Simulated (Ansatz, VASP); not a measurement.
ZrB2: VASP beside Ansatz

INCAR

```
PREC = Accurate ; ENCUT = 520
EDIFF = 1E-8 ; ISMEAR = -1
SIGMA = 0.03 ; LREAL = F
LASPH = T ; NELM = 80
ALGO = Normal ; ISIF = 2
LWAVE = F ; LCHARG = F
GGA = CA ; LEFG = T
NBANDS = 16
```

KPOINTS

```
Automatic mesh
0
Gamma
  13 13 10
```

File POSCAR:

```
ZrB2
1.0
    3.1966498238      0.0000000000      0.0000000000
   -1.5983249119      2.7683799544      0.0000000000
    0.0000000000      0.0000000000      3.5200000000
Zr B
1 2
Direct
    0.0000000000      0.0000000000      0.0000000000
    0.3333333333      0.6666666667      0.5000000000
    0.6666666667      0.3333333333      0.5000000000
```

Input for Ansatz:

```yaml
crystal:
  lattice:
    - [3.1966498238, 0.0, 0.0]
    - [-1.5983249119, 2.7683799544, 0.0]
    - [0.0, 0.0, 3.52]
  atoms:
    - { symbol: Zr, position: [0.0, 0.0, 0.0] }
    - { symbol: B, position: [0.3333333333, 0.6666666667, 0.5] }
    - { symbol: B, position: [0.6666666667, 0.3333333333, 0.5] }
kpoints:
  mp_grid: { grid: [13, 13, 10] }
scf:
  occupations: { method: fermi_dirac, width: 0.03 }
hamiltonian:
  xc: lda
  pseudopotentials: { kind: all_electron, datasets: crystal }
output:
  forces: true
  stress: true
  eigenvalues: true
  efg: { contact_densities: true }
```

Change from the starting cell: equal xx and yy strain of +1 %, crystal datasets.

Alike in both runs: task electric field gradients; functional LDA; k mesh 13 × 13 × 10; occupations fermi-dirac, width 0.03 eV; no spin polarisation.

```csv
,VASP,Ansatz
version,VASP 6.6.1,Ansatz 0.2.0
potentials or method,"VASP PAW LDA potentials, release 64 (Zr_sv, B), cutoff 520 eV","all-electron PAW with datasets made for the crystal, scalar-relativistic"
```

```csv
,VASP,Ansatz,Ansatz less VASP
pressure (GPa),-11.4,-11.8,-0.43
"traceless stress, the component that is largest in VASP (GPa)",3.23,3.24,+0.007
size of Vzz on the site where it differs most (V/Å²),42.9,45.6,+2.66
```

LDA's correlation is that of Perdew and Zunger in VASP and of Perdew and Wang (1992) in Ansatz. Ansatz ran all-electron here, and VASP with PAW potentials.
